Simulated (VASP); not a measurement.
# Zr in VASP: further runs, part 2 of 2

VASP 6.6.1.

**4. Single point, PBE**

This run uses another cell than the first one: it holds 2 atoms, not 4.

The input, INCAR:

```
PREC = Accurate
ENCUT = 500
EDIFF = 1E-6
ISMEAR = 0
SIGMA = 0.1
LREAL = F
LASPH = T
NELM = 120
ALGO = Normal
ISIF = 2
LWAVE = F
LCHARG = F
GGA = PE
NBANDS = 19
GGA_COMPAT = F
```

The input, KPOINTS:

```
regular mesh
0
Gamma
  20 20 20
```

The input, POSCAR:

```
Zr
1.0
    0.0000000000      2.6928782103      5.4498724902
    1.6061458622      0.0000000000      5.4498724902
    1.6061458622      2.6928782103      0.0000000000
Zr
2
Direct
    0.1345543060      0.1345543060      0.8654456940
    0.8654456940      0.8654456940      0.1345543060
```

Potentials or basis: VASP PAW PBE potentials, release 64 (Zr_sv).

On the command line:

```sh
$ cat potpaw_PBE.64/Zr_sv/POTCAR > POTCAR
$ mpirun -np 1 vasp_std > vasp.out
```

OUTCAR:

```text
PREC = Accurate
   ENCUT = 500
   EDIFF = 1E-6
   ISMEAR = 0
   LREAL = F
   LASPH = T
   NELM = 120
   ISIF = 2
   GGA = PE

 ion  position               nearest neighbor table
   1  0.135  0.135  0.865-   2 2.93   2 2.99   2 2.99   2 3.69   2 3.69
   2  0.865  0.865  0.135-   1 2.93   1 2.99   1 2.99   1 3.69   1 3.69

  LATTYP: Found a face centered orthorhombic cell.
 ALAT       =     3.2122917244
 B/A-ratio  =     1.6766087525
 C/A-ratio  =     3.3931367122

  Lattice vectors:

 A1 = (   0.0000000000,   2.6928782103,   5.4498724902)
 A2 = (   1.6061458622,   0.0000000000,   5.4498724902)
 A3 = (   1.6061458622,   2.6928782103,   0.0000000000)

Analysis of symmetry for initial positions (statically):
=====================================================================
 Subroutine PRICEL returns:
 Original cell was already a primitive cell.

 Routine SETGRP: Setting up the symmetry group for a
 face centered orthorhombic supercell.

 Subroutine GETGRP returns: Found  8 space group operations
 (whereof  8 operations were pure point group operations)
 out of a pool of  8 trial point group operations.

The static configuration has the point symmetry D_2h.

Analysis of symmetry for dynamics (positions and initial velocities):
=====================================================================
 Subroutine PRICEL returns:
 Original cell was already a primitive cell.

 Routine SETGRP: Setting up the symmetry group for a
 face centered orthorhombic supercell.

 Subroutine GETGRP returns: Found  8 space group operations
 (whereof  8 operations were pure point group operations)
 out of a pool of  8 trial point group operations.

The dynamic configuration has the point symmetry D_2h.

 Subroutine INISYM returns: Found  8 space group operations
 (whereof  8 operations are pure point group operations),
 and found     1 'primitive' translations

----------------------------------------------------------------------------------------

                                     Primitive cell

  volume of cell :      47.1431

  direct lattice vectors                    reciprocal lattice vectors
     0.000000000  2.692878210  5.449872490    -0.311304229  0.185674940  0.091745266
     1.606145862  0.000000000  5.449872490     0.311304229 -0.185674940  0.091745266
     1.606145862  2.692878210  0.000000000     0.311304229  0.185674940 -0.091745266

  length of vectors
     6.078873515  5.681620780  3.135490007     0.373901993  0.373901993  0.373901993

  position of ions in fractional coordinates (direct lattice)
     0.134554306  0.134554306  0.865445694
     0.865445694  0.865445694  0.134554306

  ion indices of the primitive-cell ions
   primitive index   ion index
                 1           1
                 2           2

----------------------------------------------------------------------------------------

 KPOINTS: regular mesh

Automatic generation of k-mesh.
 Grid dimensions read from file:
 generate k-points for:   20   20   20

 Generating k-lattice:

  Cartesian coordinates                     Fractional coordinates (reciprocal lattice)
    -0.015565211  0.009283747  0.004587263     0.050000000  0.000000000  0.000000000
     0.015565211 -0.009283747  0.004587263    -0.000000000  0.050000000 -0.000000000
     0.015565211  0.009283747 -0.004587263     0.000000000  0.000000000  0.050000000

  Length of vectors
     0.018695100  0.018695100  0.018695100

  Shift w.r.t. Gamma in fractional coordinates (k-lattice)
     0.000000000  0.000000000  0.000000000

 Subroutine IBZKPT returns following result:
 ===========================================

 Found   1166 irreducible k-points:

 Following reciprocal coordinates:
            Coordinates               Weight
  0.000000  0.000000  0.000000      1.000000
  0.050000 -0.000000  0.000000      8.000000
  0.100000 -0.000000  0.000000      8.000000
  0.150000  0.000000  0.000000      8.000000
  0.200000 -0.000000  0.000000      8.000000
  0.250000  0.000000  0.000000      8.000000
[... 16 lines left out ...]
 -0.400000  0.050000 -0.000000      8.000000
 -0.350000  0.050000 -0.000000      8.000000
 [... further k-points ...]
   k-points           NKPTS =   1166   k-points in BZ     NKDIM =   1166   number of bands    NBANDS=     19
   number of dos      NEDOS =    301   number of ions     NIONS =      2
   total plane-waves  NPLWV =  48384
   dimension x,y,z NGX =    48 NGY =   42 NGZ =   24
   dimension x,y,z NGXF=    96 NGYF=   84 NGZF=   48
   ions per type =               2
   NGX,Y,Z   is equivalent  to a cutoff of  13.13, 12.29, 12.72 a.u.
   NGXF,Y,Z  is equivalent  to a cutoff of  26.25, 24.58, 25.45 a.u.
 SYSTEM =  unknown system
   PREC   = accura    normal or accurate (medium, high low for compatibility)
   ISTART =      0    job   : 0-new  1-cont  2-samecut
   ICHARG =      2    charge: 1-file 2-atom 10-const
   ISPIN  =      1    spin polarized calculation?
   LNONCOLLINEAR =      F non collinear calculations
   LSORBIT =      F    spin-orbit coupling
   LASPH  =      T    aspherical Exc in radial PAW
   ENCUT  =  500.0 eV  36.75 Ry    6.06 a.u.  11.08 10.36  5.72*2*pi/ulx,y,z
   NELM   =    120;   NELMIN=  2; NELMDL= -5     # of ELM steps
   EDIFF  = 0.1E-05   stopping-criterion for ELM
   LREAL  =      F    real-space projection
   EDIFFG = 0.1E-04   stopping-criterion for IOM
   NSW    =      0    number of steps for IOM
   IBRION =     -1    ionic relax: 0-MD 1-quasi-New 2-CG
   NFREE  =      0    steps in history (QN), initial steepest desc. (CG)
   ISIF   =      2    stress and relaxation
   ISYM   =      2    0-nonsym 1-usesym 2-fastsym
   POTIM  = 0.5000    time-step for ionic-motion
   TEBEG  =    0.0;   TEEND  =   0.0 temperature during run
   PSTRESS=    0.0 pullay stress
   NELECT =      24.0000    total number of electrons
   NUPDOWN=      -1.0000    fix difference up-down
   EMIN   =  10.00;   EMAX   =-10.00  energy-range for DOS
   EFERMI =   0.00;   METHOD = LEGACY
   ISMEAR =     0;   SIGMA  =   0.10  broadening in eV -4-tet -1-fermi 0-gaus
   EFERMI_NEDOS =   21; number of points for ismear=-14 and -15
   IALGO  =     38    algorithm
   IMIX   =      4    mixing-type and parameters
     AMIX     =   0.40;   BMIX     =  1.00
     AMIX_MAG =   1.60;   BMIX_MAG =  1.00
  volume/ion in A,a.u.               =      23.57       159.07
  Fermi-wavevector in a.u.,A,eV,Ry     =   1.307192  2.470234 23.248952  1.708750
  Thomas-Fermi vector in A             =   2.437943
   LORBIT       =      0    0 simple, 1 ext, 2 COOP (PROOUT), +10 PAW based schemes
   GGA     = PE    functional components
   LHFCALC =     F    Hartree Fock is set to
   AEXX    =    0.0000 exact exchange contribution
   IVDW    =     0    specifies the selected vdW correction
   LEPSILON=     F    determine dielectric tensor
   LRPA    =     F    only Hartree local field effects (RPA)
 non-spin polarized calculation
 Gauss-broadening in eV      SIGMA  =   0.10
  energy-cutoff  :      500.00
  volume of cell :       47.14
 maximum number of plane-waves:      1218
 NGX is ok and might be reduce to    48

 number of electron      24.0000000 magnetization

 Free energy of the ion-electron system (eV)
  ---------------------------------------------------
  ext. energy  EPLUGINS =         0.00000000
  ---------------------------------------------------
  free energy    TOTEN  =       -16.69488638 eV

  energy without entropy =      -16.67927563  energy(sigma->0) =      -16.68708100

 E-fermi :   8.5689     XC(G=0): -10.9887

 val. band max:        8.5684103447   @ k =  -0.3500   0.2000   0.1500
 cond. band min:       8.5689241933   @ k =  -0.4000   0.2000   0.4000
 fundamental gap:      0.0005138486
 Fermi energy:         8.5688849624

 k-point     1 :       0.0000    0.0000    0.0000
  band No.  band energies     occupation
      1     -40.0450      2.00000
      2     -39.8669      2.00000
      3     -18.7020      2.00000
      4     -17.6491      2.00000
      5     -17.5422      2.00000
      6     -17.5184      2.00000
[... 11 lines left out ...]
     18      11.4994      0.00000
     19      12.7289      0.00000

 k-point     2 :       0.0500   -0.0000    0.0000
  band No.  band energies     occupation
      1     -40.0415      2.00000
      2     -39.8653      2.00000
      3     -18.6941      2.00000
      4     -17.6701      2.00000
      5     -17.5547      2.00000
      6     -17.5311      2.00000
[... 476 lines left out ...]
 k-point    24 :      -0.3500    0.0500   -0.0000
  band No.  band energies     occupation
      1     -39.9056      2.00000
      2     -39.8162      2.00000
      3     -18.5086      2.00000
      4     -18.3711      2.00000
      5     -18.1047      2.00000
      6     -17.7330      2.00000
[... 11 lines left out ...]
     18      13.4945      0.00000
     19      13.7277      0.00000

 [... further k-points ...]
[... 5 lines left out ...]
  --------------------------------------------------------------------------------------
  -------------------------------------------------------------------------------------
  Total        0.0183738      0.0205344      0.0164274      0.0000000      0.0000000      0.0000000
  in kB        0.6244419      0.6978701      0.5582927      0.0000000      0.0000000      0.0000000
  external PRESSURE =       0.6268682 kB  Pullay stress =       0.0000000 kB

 VOLUME and BASIS-vectors are now :
 -----------------------------------------------------------------------------
  energy-cutoff  :      500.00
  volume of cell :       47.14
      direct lattice vectors                 reciprocal lattice vectors
     0.000000000  2.692878210  5.449872490    -0.311304229  0.185674940  0.091745266
     1.606145862  0.000000000  5.449872490     0.311304229 -0.185674940  0.091745266
     1.606145862  2.692878210  0.000000000     0.311304229  0.185674940 -0.091745266

 POSITION                                       TOTAL-FORCE (eV/Angst)
 -----------------------------------------------------------------------------------
      1.60615      2.69288      1.46661         0.000000      0.000000      0.000746
      1.60615      2.69288      9.43314         0.000000      0.000000     -0.000746
 -----------------------------------------------------------------------------------
    total drift:                                0.000000      0.000000      0.000000

  FREE ENERGIE OF THE ION-ELECTRON SYSTEM (eV)
  ---------------------------------------------------
  free  energy   TOTEN  =       -16.6948863751 eV

  energy  without entropy=      -16.6792756338  energy(sigma->0) =      -16.68708100
```

OSZICAR:

```text
N       E                     dE             d eps       ncg     rms          rms(c)
DAV:   1     0.209181301735E+03    0.20918E+03   -0.12970E+04 44332   0.121E+03
DAV:   2    -0.159620657889E+01   -0.21078E+03   -0.20681E+03 51447   0.360E+02
DAV:   3    -0.170569182743E+02   -0.15461E+02   -0.15278E+02 81423   0.688E+01
DAV:   4    -0.174169361154E+02   -0.36002E+00   -0.35907E+00 53179   0.111E+01
DAV:   5    -0.174270947093E+02   -0.10159E-01   -0.10156E-01 63952   0.132E+00    0.148E+01
DAV:   6    -0.167812852098E+02    0.64581E+00   -0.13155E+00 46733   0.794E+00    0.586E+00
DAV:   7    -0.166859106071E+02    0.95375E-01   -0.54421E-01 59913   0.479E+00    0.105E+00
DAV:   8    -0.166927993902E+02   -0.68888E-02   -0.29255E-02 62392   0.107E+00    0.617E-01
DAV:   9    -0.166949796183E+02   -0.21802E-02   -0.80585E-03 48994   0.924E-01    0.128E-01
DAV:  10    -0.166948905263E+02    0.89092E-04   -0.47540E-04 51135   0.214E-01    0.185E-02
DAV:  11    -0.166948855321E+02    0.49942E-05   -0.24876E-05 56976   0.446E-02    0.448E-03
DAV:  12    -0.166948863751E+02   -0.84299E-06   -0.13101E-06 33218   0.100E-02
   1 F= -.16694886E+02 E0= -.16687081E+02  d E =-.156107E-01
```

stdout:

```text
POSCAR found type information on POSCAR Zr
 POSCAR found :  1 types and       2 ions
 scaLAPACK will be used
 LDA part: xc-table for (Slater+PW92), standard interpolation
 POSCAR, INCAR and KPOINTS ok, starting setup
 FFT: planning ... GRIDC
 FFT: planning ... GRID_SOFT
 FFT: planning ... GRID
 WAVECAR not read
 entering main loop
```

Wall time 7.4 min (1 thread of Intel Xeon 6975P-C (Granite Rapids), shared host); peak memory 0.84 GiB.

What came out:

* Free energy: -16.6949 eV
* Pressure: 0.1 GPa
* Band gap on the k mesh: zero (bands 12 and 13 overlap by 1.76 eV)
